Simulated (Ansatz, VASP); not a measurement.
## Al12Ga in VASP and in Ansatz

File INCAR:

```
PREC     = Accurate       # precision mode
ENCUT    = 520            # plane-wave cutoff, eV
EDIFF    = 1E-6           # SCF threshold, eV
ISMEAR   = 0              # smearing method
SIGMA    = 0.1            # smearing width, eV
LREAL    = False          # projectors in reciprocal space
LASPH    = True           # aspherical terms in the spheres
NELM     = 150            # most SCF steps
ALGO     = Normal         # electronic algorithm
ISIF     = 2              # what is computed and relaxed
LWAVE    = False          # write WAVECAR
LCHARG   = False          # write CHGCAR
ISPIN    = 2              # spin polarisation
MAGMOM   = 0 0 0 0 0 0 0 0 0 0 0 0 1 # initial moments
LORBIT   = 11             # projections on sites
LDIPOL   = True         
IDIPOL   = 3            
DIPOL    = 0.5 0.5 0.301
NBANDS   = 40             # bands
```

The input KPOINTS:

```
regular mesh
0
Gamma
  5 5 1
```

File POSCAR:

```
Al12Ga
1.0
    5.6343731020      0.0000000000      0.0000000000
    0.0000000000      5.6343731020      0.0000000000
    0.0000000000      0.0000000000     21.1039189491
Al Ga
12 1
Direct
    0.2500000000      0.2500000000      0.1895382564
    0.2500000000      0.7500000000      0.1895382564
    0.7500000000      0.2500000000      0.1895382564
    0.7500000000      0.7500000000      0.1895382564
    0.0000000000      0.0000000000      0.2867506898
    0.0000000000      0.5000000000      0.2867506898
    0.5000000000      0.0000000000      0.2867506898
    0.5000000000      0.5000000000      0.2867506898
    0.2500000000      0.2500000000      0.3840006668
    0.2500000000      0.7500000000      0.3840006668
    0.7500000000      0.2500000000      0.3840006668
    0.7500000000      0.7500000000      0.3840006668
    0.5000000000      0.5000000000      0.4678713453
```

Input for Ansatz:

```yaml
crystal:
  lattice:
    - [5.634373102, 0.0, 0.0]
    - [0.0, 5.634373102, 0.0]
    - [0.0, 0.0, 21.1039189491]
  atoms:
    - { symbol: Al, position: [0.25, 0.25, 0.1895382564] }
    - { symbol: Al, position: [0.25, 0.75, 0.1895382564] }
    - { symbol: Al, position: [0.75, 0.25, 0.1895382564] }
    - { symbol: Al, position: [0.75, 0.75, 0.1895382564] }
    - { symbol: Al, position: [0.0, 0.0, 0.2867506898] }
    - { symbol: Al, position: [0.0, 0.5, 0.2867506898] }
    - { symbol: Al, position: [0.5, 0.0, 0.2867506898] }
    - { symbol: Al, position: [0.5, 0.5, 0.2867506898] }
    - { symbol: Al, position: [0.25, 0.25, 0.3840006668] }
    - { symbol: Al, position: [0.25, 0.75, 0.3840006668] }
    - { symbol: Al, position: [0.75, 0.25, 0.3840006668] }
    - { symbol: Al, position: [0.75, 0.75, 0.3840006668] }
    - { symbol: Ga, position: [0.5, 0.5, 0.4678713453], spin: 1.0 }
basis:
  ecutwfc: 420
kpoints:
  mp_grid: { grid: [5, 5, 1] }
hamiltonian:
  xc: lda
  pseudopotentials: { kind: paw, azcp: { folder: soft_1 } }
scf:
  occupations: { method: gaussian, width: 0.1 }
output:
  forces: true
  eigenvalues: true
  populations: true
magnetization:
  spin_polarized: true
efield:
  axis: 3
  dipole_correction: true
  ramp_width: 0.04
```

Alike in both runs: task single point; functional LDA; k mesh 5 × 5 × 1; occupations gaussian, width 0.1 eV; collinear spin.

|  | VASP | Ansatz |
| --- | --- | --- |
| version | VASP 6.6.1 | Ansatz 0.2.0 |
| potentials or method | VASP PAW LDA potentials, release 64 (Al, Ga_d), cutoff 520 eV | scalar-relativistic, plane waves, PAW |
| valence electrons in the cell | 49 | 49 |

Ansatz gave:

* gap on the k mesh at the Fermi level (eV): none
* rms of the force components (eV/Å): 0.131
* net moment per atom (μB): 0.00

Task: Estimate VASP's values.

Result: gap on the k mesh at the Fermi level (eV): none; rms of the force components (eV/Å): 0.133; net moment per atom (μB): 0.00.

Ansatz warns that its potentials were made for another functional, while VASP's fit it. LDA's correlation is that of Perdew and Zunger in VASP and of Perdew and Wang (1992) in Ansatz. Atom by atom the forces differ by 0.002 eV/Å (rms over components). A gap of «none» marks a metal or a gap that the smearing closes. Ansatz's warnings: seeded moment not kept.
